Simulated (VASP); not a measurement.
# SrO (P6_3/mmc) in VASP: settings compared

SrO is run at these levels: PBE, LDA; tasks: density of states.

Everything below comes from runs of VASP 6.6.1. Logs are shortened: lines on timing, memory, paths and dates and some standing lists are left out, and cuts for length are marked.

## Step 1: The cell of the first run

Symmetry: P6_3/mmc, No. 194, hexagonal system. Conventional cell: a = 4.290 Å, b = 4.290 Å, c = 5.184 Å, α = 90.00°, β = 90.00°, γ = 120.00°. Within 3.3 Å of Sr (site symmetry -6m2) lie 5 O at 2.48 to 2.59 Å. O (site symmetry -6m2) has 5 Sr at 2.48 to 2.59 Å within 3.3 Å.

## Step 2: Density of states, PBE

Input file POSCAR:

```
SrO
1.0
    4.2903151937      0.0000000000      0.0000000000
   -2.1451575969      3.7155219480      0.0000000000
    0.0000000000      0.0000000000      5.1841505800
Sr O
2 2
Direct
    0.3333333333      0.6666666667      0.9375024113
    0.6666666667      0.3333333333      0.4375024113
    0.3333333333      0.6666666667      0.4374975887
    0.6666666667      0.3333333333      0.9374975887
```

Input file INCAR.step1:

```
ALGO     = Normal         # electronic algorithm
EDIFF    = 1E-6           # SCF threshold, eV
ENCUT    = 520            # plane-wave cutoff, eV
GGA      = PE             # functional
ISIF     = 2              # what is computed and relaxed
ISMEAR   = 0              # smearing method
LASPH    = True           # aspherical terms in the spheres
LCHARG   = True           # write CHGCAR
LREAL    = False          # projectors in reciprocal space
LWAVE    = False          # write WAVECAR
NBANDS   = 24             # bands
NELM     = 60             # most SCF steps
PREC     = Accurate       # precision mode
SIGMA    = 0.02           # smearing width, eV
```

Input file KPOINTS.step1:

```
k-points
0
Gamma
  6 6 6
```

Input file INCAR.step2:

```
ALGO     = Normal         # electronic algorithm
EDIFF    = 1E-6           # SCF threshold, eV
ENCUT    = 520            # plane-wave cutoff, eV
GGA      = PE             # functional
ICHARG   = 11             # starting density
ISIF     = 2              # what is computed and relaxed
ISMEAR   = -5             # smearing method
LASPH    = True           # aspherical terms in the spheres
LCHARG   = False          # write CHGCAR
LORBIT   = 11             # projections on sites
LREAL    = False          # projectors in reciprocal space
LWAVE    = False          # write WAVECAR
NBANDS   = 24             # bands
NEDOS    = 2001           # points of the DOS
NELM     = 60             # most SCF steps
PREC     = Accurate       # precision mode
SIGMA    = 0.02           # smearing width, eV
```

Input file KPOINTS.step2:

```
k-points
0
Gamma
  9 9 9
```

Potentials or basis: VASP PAW PBE potentials, release 64 (Sr_sv, O).

Command:

```
$ cat potpaw_PBE.64/Sr_sv/POTCAR potpaw_PBE.64/O/POTCAR > POTCAR
$ cp INCAR.step1 INCAR
$ cp KPOINTS.step1 KPOINTS
$ mpirun -np 1 vasp_std > vasp.out
$ cp INCAR.step2 INCAR
$ cp KPOINTS.step2 KPOINTS
$ mpirun -np 1 vasp_std > vasp.out
```

OUTCAR:

```text
EDIFF = 1E-6
   ENCUT = 520
   GGA = PE
   ICHARG = 11
   ISIF = 2
   ISMEAR = -5
   LASPH = True
   LORBIT = 11
   LREAL = False
   NELM = 60
   PREC = Accurate

 ion  position               nearest neighbor table
   1  0.333  0.667  0.938-   4 2.48   4 2.48   4 2.48   3 2.59   3 2.59   2 3.59   2 3.59   2 3.59
                             2 3.59   2 3.59   2 3.59
   2  0.667  0.333  0.438-   3 2.48   3 2.48   3 2.48   4 2.59   4 2.59   1 3.59   1 3.59   1 3.59
                             1 3.59   1 3.59   1 3.59
   3  0.333  0.667  0.437-   2 2.48   2 2.48   2 2.48   1 2.59   1 2.59
   4  0.667  0.333  0.937-   1 2.48   1 2.48   1 2.48   2 2.59   2 2.59

  LATTYP: Found a hexagonal cell.
 ALAT       =     4.2903151937
 C/A-ratio  =     1.2083379300

  Lattice vectors:

 A1 = (   4.2903151937,   0.0000000000,   0.0000000000)
 A2 = (  -2.1451575969,   3.7155219480,   0.0000000000)
 A3 = (   0.0000000000,   0.0000000000,   5.1841505800)

Analysis of symmetry for initial positions (statically):
=====================================================================
 Subroutine PRICEL returns:
 Original cell was already a primitive cell.

 Routine SETGRP: Setting up the symmetry group for a
 hexagonal supercell.

 Subroutine GETGRP returns: Found 24 space group operations
 (whereof  6 operations were pure point group operations)
 out of a pool of 24 trial point group operations.

The static configuration has the point symmetry C_3v.
 The point group associated with its full space group is D_6h.

Analysis of symmetry for dynamics (positions and initial velocities):
=====================================================================
 Subroutine PRICEL returns:
 Original cell was already a primitive cell.

 Routine SETGRP: Setting up the symmetry group for a
 hexagonal supercell.

 Subroutine GETGRP returns: Found 24 space group operations
 (whereof  6 operations were pure point group operations)
 out of a pool of 24 trial point group operations.

The dynamic configuration has the point symmetry C_3v.
 The point group associated with its full space group is D_6h.

 Subroutine INISYM returns: Found 24 space group operations
 (whereof  6 operations are pure point group operations),
 and found     1 'primitive' translations

----------------------------------------------------------------------------------------

[... 105 lines left out ...]
   ISYM   =      2    0-nonsym 1-usesym 2-fastsym
   POTIM  = 0.5000    time-step for ionic-motion
   TEBEG  =    0.0;   TEEND  =   0.0 temperature during run
   PSTRESS=    0.0 pullay stress
   NELECT =      32.0000    total number of electrons
   NUPDOWN=      -1.0000    fix difference up-down
   EMIN   =  10.00;   EMAX   =-10.00  energy-range for DOS
   EFERMI =   0.00;   METHOD = LEGACY
   ISMEAR =    -5;   SIGMA  =   0.02  broadening in eV -4-tet -1-fermi 0-gaus
   EFERMI_NEDOS =   21; number of points for ismear=-14 and -15
   IALGO  =     38    algorithm
   IMIX   =      4    mixing-type and parameters
     AMIX     =   0.40;   BMIX     =  1.00
     AMIX_MAG =   1.60;   BMIX_MAG =  1.00
  volume/ion in A,a.u.               =      20.66       139.42
  Fermi-wavevector in a.u.,A,eV,Ry     =   1.193244  2.254904 19.372402  1.423831
  Thomas-Fermi vector in A             =   2.329263
   LORBIT       =     11    0 simple, 1 ext, 2 COOP (PROOUT), +10 PAW based schemes
   GGA     = PE    functional components
   LHFCALC =     F    Hartree Fock is set to
   AEXX    =    0.0000 exact exchange contribution
   IVDW    =     0    specifies the selected vdW correction
   LEPSILON=     F    determine dielectric tensor
   LRPA    =     F    only Hartree local field effects (RPA)
 non-spin polarized calculation
 Fermi weights with tetrahedron method with Bloechl corrections
  energy-cutoff  :      520.00
  volume of cell :       82.64
 maximum number of plane-waves:      2259
 NGX is ok and might be reduce to    32

 number of electron      32.0000006 magnetization

 Free energy of the ion-electron system (eV)
  ---------------------------------------------------
  ext. energy  EPLUGINS =         0.00000000
  ---------------------------------------------------
  free energy    TOTEN  =       -23.90575929 eV

  energy without entropy =      -23.90575929  energy(sigma->0) =      -23.90575929

 E-fermi :   0.7324     XC(G=0):  -8.8866

 val. band max:        0.7104603340   @ k =   0.0000   0.0000   0.0000
 cond. band min:       3.3053606971   @ k =   0.0000   0.0000   0.0000
 fundamental gap:      2.5949003632
 Fermi energy:         0.7323857763

 k-point     1 :       0.0000    0.0000    0.0000
  band No.  band energies     occupation
      1     -31.7529      2.00000
      2     -31.5975      2.00000
      3     -14.3011      2.00000
      4     -14.2941      2.00000
      5     -14.2606      2.00000
      6     -13.8826      2.00000
[... 637 lines left out ...]
     23       8.8607      0.00000
     24      10.1100      0.00000

 [... further k-points ...]

------------------------ aborting loop because EDIFF is reached ----------------------------------------

  FORCE on cell =-STRESS in cart. coord.  units (eV):
  Direction    XX          YY          ZZ          XY          YZ          ZX
  --------------------------------------------------------------------------------------
  -------------------------------------------------------------------------------------
  Total        0.2287858      0.2287858      0.2321763     -0.0000000     -0.0000000      0.0000000
  in kB        4.4356071      4.4356071      4.5013399     -0.0000000     -0.0000000      0.0000000
  external PRESSURE =       4.4575180 kB  Pullay stress =       0.0000000 kB

 VOLUME and BASIS-vectors are now :
 -----------------------------------------------------------------------------
  energy-cutoff  :      520.00
  volume of cell :       82.64
      direct lattice vectors                 reciprocal lattice vectors
     4.290315194  0.000000000  0.000000000     0.233083108  0.134570595  0.000000000
    -2.145157597  3.715521948  0.000000000     0.000000000  0.269141190  0.000000000
     0.000000000  0.000000000  5.184150580     0.000000000  0.000000000  0.192895632

 POSITION                                       TOTAL-FORCE (eV/Angst)
 -----------------------------------------------------------------------------------
     -0.00000      2.47701      4.86015        -0.000000     -0.000000      0.000000
      2.14516      1.23851      2.26808         0.000000      0.000000      0.000000
     -0.00000      2.47701      2.26805        -0.000000      0.000000      0.000000
      2.14516      1.23851      4.86013         0.000000     -0.000000     -0.000000
 -----------------------------------------------------------------------------------
    total drift:                               -0.000000      0.000000      0.059917

  FREE ENERGIE OF THE ION-ELECTRON SYSTEM (eV)
  ---------------------------------------------------
  free  energy   TOTEN  =       -23.9057592900 eV

  energy  without entropy=      -23.9057592900  energy(sigma->0) =      -23.90575929

 total charge

# of ion       s       p       d       tot
------------------------------------------
    1        2.016   5.802   0.263   8.081
    2        2.016   5.802   0.263   8.081
    3        1.554   3.414   0.000   4.968
    4        1.554   3.414   0.000   4.968
--------------------------------------------------
tot          7.139  18.431   0.526  26.097
```

It took 43 s on 1 thread of Intel Xeon 6975P-C (Granite Rapids), shared host; peak memory 0.24 GiB.

Results:

```yaml
Valence_electrons_inside_the_program's_atomic_spheres: Sr 8.08; O 4.97
```

Levels at points of the mesh, in eV from the valence-band top:
| k point | band 12 | band 13 | band 14 | band 15 | band 16 | band 17 | band 18 | band 19 | band 20 | band 21 |
| --- | --- | --- | --- | --- | --- | --- | --- | --- | --- | --- |
| (0.00, 0.00, 0.00) | -1.02 | -0.88 | -0.88 | -0.36 | 0.00 | 2.59 | 6.09 | 6.09 | 7.04 | 7.96 |

## Step 3: Density of states, LDA

POSCAR is that of step 2.

Input file INCAR.step1:

```
SYSTEM = SrO
PREC = Accurate
ENCUT = 520
EDIFF = 1E-6
ISMEAR = 0
SIGMA = 0.02
LREAL = .False.
LASPH = .True.
NELM = 80
ALGO = Normal
ISIF = 2
LWAVE = .False.
LCHARG = .True.
NBANDS = 24
```

Input file KPOINTS.step1:

```
Automatic mesh
0
Gamma
  6 6 6
  0 0 0
```

Input file INCAR.step2:

```
SYSTEM = SrO
PREC = Accurate
ENCUT = 520
EDIFF = 1E-6
ISMEAR = -5
SIGMA = 0.02
LREAL = .False.
LASPH = .True.
NELM = 80
ALGO = Normal
ISIF = 2
LWAVE = .False.
LCHARG = .False.
LORBIT = 11
NEDOS = 1001
ICHARG = 11
```

Input file KPOINTS.step2:

```
Automatic mesh
0
Gamma
  9 9 9
  0 0 0
```

Potentials or basis: VASP PAW LDA potentials, release 64 (Sr_sv, O).

Command:

```
$ cat potpaw_LDA.64/Sr_sv/POTCAR potpaw_LDA.64/O/POTCAR > POTCAR
$ cp INCAR.step1 INCAR
$ cp KPOINTS.step1 KPOINTS
$ mpirun -np 1 vasp_std > vasp.out
$ cp INCAR.step2 INCAR
$ cp KPOINTS.step2 KPOINTS
$ mpirun -np 1 vasp_std > vasp.out
```

It took 38 s on 1 thread of Intel Xeon 6975P-C (Granite Rapids), shared host; peak memory 0.21 GiB.

The run converged. Its results:

```
Valence electrons inside the program's atomic spheres : Sr 8.08; O 4.93
```

Levels at points of the mesh, in eV from the valence-band top:
```tsv
k point	band 14	band 15	band 16	band 17	band 18	band 19
(0.00, 0.00, 0.00)	-0.89	-0.36	0.00	2.42	5.98	5.98
```
